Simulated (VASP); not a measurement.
# BaS (Fm-3m) in VASP: notebook, part 2 of 3

VASP 6.6.1.

## Step 3: Electric field gradients, PBE (30.62 Å³/atom)

This run uses another cell than the first one, of 30.62 Å³/atom.

INCAR reads:

```
  PREC = Accurate
  ENCUT = 520
  EDIFF = 1E-8
  ISMEAR = -1
  SIGMA = 0.02
  LREAL = False
  LASPH = True
  NELM = 60
  ALGO = Normal
  ISIF = 2
  LWAVE = False
  LCHARG = False
  GGA = PE
  LEFG = True
  NBANDS = 15
```

KPOINTS reads:

```
regular mesh
0
Gamma
  8 8 8
```

POSCAR reads:

```
BaS
1.0
    0.0000000000      3.1285531347      3.1285531347
    3.1285531347      0.0000000000      3.1285531347
    3.1285531347      3.1285531347      0.0000000000
Ba S
1 1
Direct
    0.0000000000      0.0000000000      0.0000000000
    0.5000000000      0.5000000000      0.5000000000
```

Potentials or basis: VASP PAW PBE potentials, release 64 (Ba_sv, S).

On the command line:

```console
$ cat potpaw_PBE.64/Ba_sv/POTCAR potpaw_PBE.64/S/POTCAR > POTCAR
$ mpirun -np 1 vasp_std > vasp.out
```

OUTCAR:

```text
PREC = Accurate
   ENCUT = 520
   EDIFF = 1E-8
   ISMEAR = -1
   LREAL = False
   LASPH = True
   NELM = 60
   ISIF = 2
   GGA = PE

 ion  position               nearest neighbor table
   1  0.000  0.000  0.000-   2 3.13   2 3.13   2 3.13   2 3.13   2 3.13   2 3.13
   2  0.500  0.500  0.500-   1 3.13   1 3.13   1 3.13   1 3.13   1 3.13   1 3.13

  LATTYP: Found a face centered cubic cell.
 ALAT       =     6.2571062694

  Lattice vectors:

 A1 = (   0.0000000000,   3.1285531347,   3.1285531347)
 A2 = (   3.1285531347,   0.0000000000,   3.1285531347)
 A3 = (   3.1285531347,   3.1285531347,   0.0000000000)

Analysis of symmetry for initial positions (statically):
=====================================================================
 Subroutine PRICEL returns:
 Original cell was already a primitive cell.

 Routine SETGRP: Setting up the symmetry group for a
 face centered cubic supercell.

 Subroutine GETGRP returns: Found 48 space group operations
 (whereof 48 operations were pure point group operations)
 out of a pool of 48 trial point group operations.

The static configuration has the point symmetry O_h .

Analysis of symmetry for dynamics (positions and initial velocities):
=====================================================================
 Subroutine PRICEL returns:
 Original cell was already a primitive cell.

 Routine SETGRP: Setting up the symmetry group for a
 face centered cubic supercell.

 Subroutine GETGRP returns: Found 48 space group operations
 (whereof 48 operations were pure point group operations)
 out of a pool of 48 trial point group operations.

The dynamic configuration has the point symmetry O_h .

 Subroutine INISYM returns: Found 48 space group operations
 (whereof 48 operations are pure point group operations),
 and found     1 'primitive' translations

----------------------------------------------------------------------------------------

                                     Primitive cell

  volume of cell :      61.2436

  direct lattice vectors                    reciprocal lattice vectors
     0.000000000  3.128553135  3.128553135    -0.159818286  0.159818286  0.159818286
     3.128553135  0.000000000  3.128553135     0.159818286 -0.159818286  0.159818286
     3.128553135  3.128553135  0.000000000     0.159818286  0.159818286 -0.159818286

  length of vectors
     4.424442274  4.424442274  4.424442274     0.276813392  0.276813392  0.276813392

  position of ions in fractional coordinates (direct lattice)
     0.000000000  0.000000000  0.000000000
     0.500000000  0.500000000  0.500000000

  ion indices of the primitive-cell ions
   primitive index   ion index
                 1           1
                 2           2

----------------------------------------------------------------------------------------

 KPOINTS: regular mesh

[... 83 lines left out ...]
   EFERMI_NEDOS =   21; number of points for ismear=-14 and -15
   IALGO  =     38    algorithm
   IMIX   =      4    mixing-type and parameters
     AMIX     =   0.40;   BMIX     =  1.00
     AMIX_MAG =   1.60;   BMIX_MAG =  1.00
  volume/ion in A,a.u.               =      30.62       206.65
  Fermi-wavevector in a.u.,A,eV,Ry     =   1.046553  1.977699 14.902101  1.095274
  Thomas-Fermi vector in A             =   2.181396
   LORBIT       =      0    0 simple, 1 ext, 2 COOP (PROOUT), +10 PAW based schemes
   GGA     = PE    functional components
   LHFCALC =     F    Hartree Fock is set to
   AEXX    =    0.0000 exact exchange contribution
   IVDW    =     0    specifies the selected vdW correction
   LEPSILON=     F    determine dielectric tensor
   LRPA    =     F    only Hartree local field effects (RPA)
 non-spin polarized calculation
  energy-cutoff  :      520.00
  volume of cell :       61.24
 maximum number of plane-waves:      1676
 NGX is ok and might be reduce to    36
   NGX = 17   NGY = 17   NGZ = 17

 number of electron      15.9999998 magnetization

 Free energy of the ion-electron system (eV)
  ---------------------------------------------------
  ext. energy  EPLUGINS =         0.00000000
  ---------------------------------------------------
  free energy    TOTEN  =       -10.11038730 eV

  energy without entropy =      -10.11038730  energy(sigma->0) =      -10.11038730

 E-fermi :   2.2923     XC(G=0):  -8.8862

 val. band max:        1.7889782284   @ k =   0.0000   0.0000   0.0000
 cond. band min:       3.7791289266   @ k =   0.5000   0.5000   0.0000
 fundamental gap:      1.9901506982
 Fermi energy:         2.2922698730

 k-point     1 :       0.0000    0.0000    0.0000
  band No.  band energies     occupation
      1     -24.0986      2.00000
      2      -9.1444      2.00000
      3      -9.1444      2.00000
      4      -9.1444      2.00000
      5      -8.6699      2.00000
      6       1.7890      2.00000
      7       1.7890      2.00000
      8       1.7890      2.00000
      9       5.6555      0.00000
     10       5.6555      0.00000
     11       5.6555      0.00000
     12       5.7012      0.00000
     13       6.6483      0.00000
     14       6.6483      0.00000
[... 401 lines left out ...]
      2     -10.3354      2.00000
      3      -9.3883      2.00000
      4      -9.2758      2.00000
      5      -7.4965      2.00000
      6       0.2089      2.00000
      7       0.8556      2.00000
      8       0.9641      2.00000
      9       6.5687      0.00000
     10       6.7672      0.00000
     11       8.7065      0.00000
     12       9.0340      0.00000
     13       9.9898      0.00000
     14      10.9053      0.00000
     15      11.7334      0.00000

 [... further k-points ...]

------------------------ aborting loop because EDIFF is reached ----------------------------------------

  FORCE on cell =-STRESS in cart. coord.  units (eV):
  Direction    XX          YY          ZZ          XY          YZ          ZX
  --------------------------------------------------------------------------------------
  -------------------------------------------------------------------------------------
  Total        1.8360199      1.8360199      1.8360199      0.0000000     -0.0000000      0.0000000
  in kB       48.0316347     48.0316347     48.0316347      0.0000000     -0.0000000      0.0000000
  external PRESSURE =      48.0316347 kB  Pullay stress =       0.0000000 kB

 VOLUME and BASIS-vectors are now :
 -----------------------------------------------------------------------------
  energy-cutoff  :      520.00
  volume of cell :       61.24
      direct lattice vectors                 reciprocal lattice vectors
     0.000000000  3.128553135  3.128553135    -0.159818286  0.159818286  0.159818286
     3.128553135  0.000000000  3.128553135     0.159818286 -0.159818286  0.159818286
     3.128553135  3.128553135  0.000000000     0.159818286  0.159818286 -0.159818286

 POSITION                                       TOTAL-FORCE (eV/Angst)
 -----------------------------------------------------------------------------------
      0.00000      0.00000      0.00000         0.000000      0.000000      0.000000
      3.12855      3.12855      3.12855        -0.000000     -0.000000     -0.000000
 -----------------------------------------------------------------------------------
    total drift:                                0.000000      0.000000      0.000000

  FREE ENERGIE OF THE ION-ELECTRON SYSTEM (eV)
  ---------------------------------------------------
  free  energy   TOTEN  =       -10.1103872951 eV

  energy  without entropy=      -10.1103872951  energy(sigma->0) =      -10.11038730

 Electric field gradients (V/A^2)
---------------------------------------------------------------------
 ion       V_xx      V_yy      V_zz      V_xy      V_xz      V_yz
---------------------------------------------------------------------
   1       0.000    -0.000    -0.000     0.000     0.000     0.000
   2       0.000     0.000    -0.000     0.000     0.000     0.000
---------------------------------------------------------------------

 Electric field gradients after diagonalization (V/A^2)
 (convention: |V_zz| > |V_xx| > |V_yy|)
----------------------------------------------------------------------
 ion       V_xx      V_yy      V_zz     asymmetry (V_yy - V_xx)/ V_zz
----------------------------------------------------------------------
   1      -0.000    -0.000     0.000       0.000
   2      -0.000    -0.000     0.001       0.000
----------------------------------------------------------------------

           NMR quadrupolar parameters

 Cq : quadrupolar parameter    Cq=e*Q*V_zz/h
 eta: asymmetry parameters     (V_yy - V_xx)/ V_zz
 Q  : nuclear electric quadrupole moment in mb (millibarn)
----------------------------------------------------------------------
 ion       Cq(MHz)       eta       Q (mb)
----------------------------------------------------------------------
   1       0.000       0.000       1.000
   2       0.000       0.000       1.000
----------------------------------------------------------------------
```

OSZICAR:

```text
N       E                     dE             d eps       ncg     rms          rms(c)
DAV:   1     0.828233906548E+02    0.82823E+02   -0.70195E+03   870   0.941E+02
DAV:   2    -0.588120783467E+01   -0.88705E+02   -0.79897E+02  1199   0.173E+02
DAV:   3    -0.104785365599E+02   -0.45973E+01   -0.45646E+01  1145   0.400E+01
DAV:   4    -0.105726015585E+02   -0.94065E-01   -0.94011E-01  1151   0.605E+00
DAV:   5    -0.105753537306E+02   -0.27522E-02   -0.27519E-02  1154   0.839E-01    0.527E+00
DAV:   6    -0.100967610740E+02    0.47859E+00   -0.64563E-01  1017   0.489E+00    0.365E+00
DAV:   7    -0.100967891912E+02   -0.28117E-04   -0.18745E-01  1081   0.245E+00    0.219E+00
DAV:   8    -0.101096046899E+02   -0.12815E-01   -0.24369E-02  1003   0.115E+00    0.222E-01
DAV:   9    -0.101095893579E+02    0.15332E-04   -0.33128E-03  1115   0.416E-01    0.113E-01
DAV:  10    -0.101103334370E+02   -0.74408E-03   -0.88473E-04   947   0.213E-01    0.330E-02
DAV:  11    -0.101103852537E+02   -0.51817E-04   -0.88451E-05  1129   0.607E-02    0.905E-03
DAV:  12    -0.101103871827E+02   -0.19290E-05   -0.43511E-06  1024   0.136E-02    0.600E-03
DAV:  13    -0.101103871992E+02   -0.16434E-07   -0.54720E-07  1115   0.428E-03    0.350E-03
DAV:  14    -0.101103872475E+02   -0.48341E-07   -0.90474E-09   906   0.622E-04    0.227E-03
DAV:  15    -0.101103873014E+02   -0.53835E-07   -0.20975E-08  1073   0.105E-03    0.481E-04
DAV:  16    -0.101103872951E+02    0.62719E-08   -0.14213E-09   617   0.239E-04
   1 F= -.10110387E+02 E0= -.10110387E+02  d E =-.799309E-13
```

Run time: 32 s. Hardware: 1 thread of Intel Xeon Platinum 8259CL at 2.50GHz (Skylake/Cascade Lake), shared host; peak memory 0.21 GiB.

What came out:

```
Free energy                             : -10.1104 eV
Pressure                                : 4.8 GPa
Band gap on the k mesh                  : 1.99 eV (least direct gap 2.09 eV)
Largest electric field gradient by atom : under 0.05 V/Å² on every atom
```

Levels at points of the mesh, in eV from the valence-band top:
```tsv
k point	band 6	band 7	band 8	band 9	band 10	band 11
(0.00, 0.00, 0.00)	0.00	0.00	0.00	3.87	3.87	3.87
(0.50, 0.00, 0.00)	-2.07	-1.21	-1.21	5.75	5.88	6.54
(0.50, 0.50, 0.00)	-0.44	-0.10	-0.10	1.99	6.09	6.41
```

Caveat: the cell stands under pressure; spin-orbit coupling is left out, which moves the levels of the heavy elements. A k mesh can miss the band edges.

## Step 4: Electric field gradients, PBE

This run uses another cell than the first one, of 32.58 Å³/atom.

INCAR reads:

```
SYSTEM = BaS
  PREC = Accurate
  ENCUT = 520
  EDIFF = 1E-8
  ISMEAR = -1
  SIGMA = 0.02
  LREAL = .FALSE.
  LASPH = .TRUE.
  NELM = 100
  ALGO = Normal
  ISIF = 2
  LWAVE = .FALSE.
  LCHARG = .FALSE.
  GGA = PE
  LEFG = .TRUE.
  NBANDS = 15
```

KPOINTS reads:

```
regular mesh
0
G
  8 8 8
  0 0 0
```

POSCAR reads:

```
BaS
1.0
    0.0000000000      3.1937500000      3.1937500000
    3.1937500000      0.0000000000      3.1937500000
    3.1937500000      3.1937500000      0.0000000000
Ba S
1 1
Direct
    0.0000000000      0.0000000000      0.0000000000
    0.5000000000      0.5000000000      0.5000000000
```

Potentials or basis: VASP PAW PBE potentials, release 64 (Ba_sv, S).

On the command line:

```console
$ cat potpaw_PBE.64/Ba_sv/POTCAR potpaw_PBE.64/S/POTCAR > POTCAR
$ mpirun -np 1 vasp_std > vasp.out
```

OUTCAR:

```text
SYSTEM = BaS
   PREC = Accurate
   ENCUT = 520
   EDIFF = 1E-8
   ISMEAR = -1
   LREAL = .FALSE.
   LASPH = .TRUE.
   NELM = 100
   ISIF = 2
   GGA = PE

 ion  position               nearest neighbor table
   1  0.000  0.000  0.000-   2 3.19   2 3.19   2 3.19   2 3.19   2 3.19   2 3.19
   2  0.500  0.500  0.500-   1 3.19   1 3.19   1 3.19   1 3.19   1 3.19   1 3.19

  LATTYP: Found a face centered cubic cell.
 ALAT       =     6.3875000000

  Lattice vectors:

 A1 = (   0.0000000000,   3.1937500000,   3.1937500000)
 A2 = (   3.1937500000,   0.0000000000,   3.1937500000)
 A3 = (   3.1937500000,   3.1937500000,   0.0000000000)

Analysis of symmetry for initial positions (statically):
=====================================================================
 Subroutine PRICEL returns:
 Original cell was already a primitive cell.

 Routine SETGRP: Setting up the symmetry group for a
 face centered cubic supercell.

 Subroutine GETGRP returns: Found 48 space group operations
 (whereof 48 operations were pure point group operations)
 out of a pool of 48 trial point group operations.

The static configuration has the point symmetry O_h .

Analysis of symmetry for dynamics (positions and initial velocities):
=====================================================================
 Subroutine PRICEL returns:
 Original cell was already a primitive cell.

 Routine SETGRP: Setting up the symmetry group for a
 face centered cubic supercell.

 Subroutine GETGRP returns: Found 48 space group operations
 (whereof 48 operations were pure point group operations)
 out of a pool of 48 trial point group operations.

[... 577 lines left out ...]
      7       0.5900      2.00000
      8       0.6683      2.00000
      9       6.1444      0.00000
     10       6.3229      0.00000
     11       8.1106      0.00000
     12       8.3433      0.00000
     13       9.2994      0.00000
     14      10.2194      0.00000
     15      10.8891      0.00000

 [... further k-points ...]

------------------------ aborting loop because EDIFF is reached ----------------------------------------

  FORCE on cell =-STRESS in cart. coord.  units (eV):
  Direction    XX          YY          ZZ          XY          YZ          ZX
  --------------------------------------------------------------------------------------
  -------------------------------------------------------------------------------------
  Total        0.5808468      0.5808468      0.5808468     -0.0000000     -0.0000000      0.0000000
  in kB       14.2836589     14.2836589     14.2836589     -0.0000000     -0.0000000      0.0000000
  external PRESSURE =      14.2836589 kB  Pullay stress =       0.0000000 kB

 VOLUME and BASIS-vectors are now :
 -----------------------------------------------------------------------------
  energy-cutoff  :      520.00
  volume of cell :       65.15
      direct lattice vectors                 reciprocal lattice vectors
     0.000000000  3.193750000  3.193750000    -0.156555773  0.156555773  0.156555773
     3.193750000  0.000000000  3.193750000     0.156555773 -0.156555773  0.156555773
     3.193750000  3.193750000  0.000000000     0.156555773  0.156555773 -0.156555773

 POSITION                                       TOTAL-FORCE (eV/Angst)
 -----------------------------------------------------------------------------------
      0.00000      0.00000      0.00000        -0.000000      0.000000      0.000000
      3.19375      3.19375      3.19375         0.000000     -0.000000     -0.000000
 -----------------------------------------------------------------------------------
    total drift:                                0.000000      0.000000      0.000000

  FREE ENERGIE OF THE ION-ELECTRON SYSTEM (eV)
  ---------------------------------------------------
  free  energy   TOTEN  =       -10.1847531330 eV

  energy  without entropy=      -10.1847531330  energy(sigma->0) =      -10.18475313

 Electric field gradients (V/A^2)
---------------------------------------------------------------------
 ion       V_xx      V_yy      V_zz      V_xy      V_xz      V_yz
---------------------------------------------------------------------
   1       0.000    -0.000    -0.000     0.000     0.000     0.000
   2       0.000     0.000     0.000     0.000     0.000     0.000
---------------------------------------------------------------------

 Electric field gradients after diagonalization (V/A^2)
 (convention: |V_zz| > |V_xx| > |V_yy|)
----------------------------------------------------------------------
 ion       V_xx      V_yy      V_zz     asymmetry (V_yy - V_xx)/ V_zz
----------------------------------------------------------------------
   1      -0.000    -0.000     0.000       0.000
   2      -0.000    -0.000     0.001       0.000
----------------------------------------------------------------------

           NMR quadrupolar parameters

 Cq : quadrupolar parameter    Cq=e*Q*V_zz/h
 eta: asymmetry parameters     (V_yy - V_xx)/ V_zz
 Q  : nuclear electric quadrupole moment in mb (millibarn)
----------------------------------------------------------------------
 ion       Cq(MHz)       eta       Q (mb)
----------------------------------------------------------------------
   1       0.000       0.000       1.000
   2       0.000       0.000       1.000
----------------------------------------------------------------------
```

OSZICAR:

```text
N       E                     dE             d eps       ncg     rms          rms(c)
DAV:   1     0.835709299637E+02    0.83571E+02   -0.68163E+03   870   0.923E+02
DAV:   2    -0.580697168444E+01   -0.89378E+02   -0.81395E+02  1176   0.168E+02
DAV:   3    -0.105582448913E+02   -0.47513E+01   -0.47215E+01  1181   0.410E+01
DAV:   4    -0.106629069489E+02   -0.10466E+00   -0.10464E+00  1082   0.615E+00
DAV:   5    -0.106657988549E+02   -0.28919E-02   -0.28918E-02  1188   0.863E-01    0.481E+00
DAV:   6    -0.101674447053E+02    0.49835E+00   -0.67657E-01  1003   0.496E+00    0.330E+00
DAV:   7    -0.101695550122E+02   -0.21103E-02   -0.18605E-01  1081   0.243E+00    0.212E+00
DAV:   8    -0.101834009431E+02   -0.13846E-01   -0.24669E-02   968   0.114E+00    0.201E-01
DAV:   9    -0.101838184907E+02   -0.41755E-03   -0.32654E-03  1115   0.415E-01    0.148E-01
DAV:  10    -0.101846610938E+02   -0.84260E-03   -0.97239E-04   905   0.209E-01    0.393E-02
DAV:  11    -0.101847502030E+02   -0.89109E-04   -0.11872E-04  1101   0.660E-02    0.120E-02
DAV:  12    -0.101847530767E+02   -0.28737E-05   -0.62909E-06   961   0.165E-02    0.345E-03
DAV:  13    -0.101847530223E+02    0.54336E-07   -0.26516E-07  1165   0.322E-03    0.258E-03
DAV:  14    -0.101847531567E+02   -0.13438E-06   -0.34169E-08  1010   0.141E-03    0.332E-04
DAV:  15    -0.101847531386E+02    0.18101E-07   -0.87905E-09   859   0.604E-04    0.489E-04
DAV:  16    -0.101847531282E+02    0.10402E-07   -0.11392E-09   533   0.273E-04    0.712E-05
DAV:  17    -0.101847531330E+02   -0.47726E-08   -0.15212E-10   547   0.103E-04
   1 F= -.10184753E+02 E0= -.10184753E+02  d E =-.169008E-10
```

stdout:

```text
POSCAR found type information on POSCAR BaS
 POSCAR found :  2 types and       2 ions
 scaLAPACK will be used
 LDA part: xc-table for (Slater+PW92), standard interpolation
 POSCAR, INCAR and KPOINTS ok, starting setup
 FFT: planning ... GRIDC
 FFT: planning ... GRID_SOFT
 FFT: planning ... GRID
 WAVECAR not read
 entering main loop
ion   1

ion   2
```

It took 33 s on 1 thread of Intel Xeon Platinum 8259CL at 2.50GHz (Skylake/Cascade Lake), shared host; peak memory 0.21 GiB.

Results:

* Free energy: -10.1848 eV
* Pressure: 1.4 GPa
* Band gap on the k mesh: 2.11 eV (least direct gap 2.24 eV)
* Largest electric field gradient by atom: under 0.05 V/Å² on every atom

Levels at points of the mesh, in eV from the valence-band top:
| k point | band 4 | band 5 | band 6 | band 7 | band 8 | band 9 | band 10 | band 11 | band 12 | band 13 |
| --- | --- | --- | --- | --- | --- | --- | --- | --- | --- | --- |
| (0.00, 0.00, 0.00) | -11.13 | -10.36 | 0.00 | 0.00 | 0.00 | 3.60 | 3.87 | 3.87 | 3.87 | 4.79 |
| (0.50, 0.00, 0.00) | -11.17 | -9.12 | -1.94 | -1.09 | -1.09 | 5.54 | 5.69 | 6.31 | 6.31 | 8.94 |
| (0.50, 0.50, 0.00) | -11.32 | -10.27 | -0.52 | -0.14 | -0.14 | 2.11 | 5.93 | 6.03 | 7.49 | 7.49 |

Caveat: spin-orbit coupling is left out, which moves the levels of the heavy elements. A k mesh can miss the band edges.

[end of part 2 of 3]
